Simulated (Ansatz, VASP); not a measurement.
# Mn: VASP beside Ansatz

```xyz
2
Lattice="2.4991 0.0000 0.0000 -1.2495 2.1643 0.0000 0.0000 0.0000 4.0574" Properties=species:S:1:pos:R:3 pbc="T T T"
Mn    0.0000    1.4429    1.0144
Mn    1.2495    0.7214    3.0431
```

Alike in both runs: task single point; functional revPBE; k mesh 16 × 16 × 9; occupations fermi-dirac, width 0.05 eV; collinear spin.

|  | VASP | Ansatz |
| --- | --- | --- |
| version | VASP 6.6.1 | Ansatz 0.2.0 |
| potentials or method | VASP PAW PBE potentials, release 64 (Mn_pv), cutoff 520 eV | plane waves (420 eV) with PAW, scalar-relativistic |
| valence electrons in the cell | 26 | 30 |

Ansatz gave:

```
pressure (GPa)                                                : 0.0
traceless stress, the component that is largest in VASP (GPa) : -0.06
net moment per atom (μB)                                      : 0.00
size of the moment on the site where the two differ most (μB) : 0.69
```

What did VASP give for the same quantities?

Pressure (GPa): 0.3; traceless stress, the component that is largest in VASP (GPa): -0.04; net moment per atom (μB): 0.00; size of the moment on the site where the two differ most (μB): 0.75.

VASP's potentials were made for PBE, not for revPBE. Site moments also hang on the region over which each program counts them. VASP's potentials hold 26 valence electrons a cell and Ansatz's 30, so a difference there can come from the potentials and not from the codes.
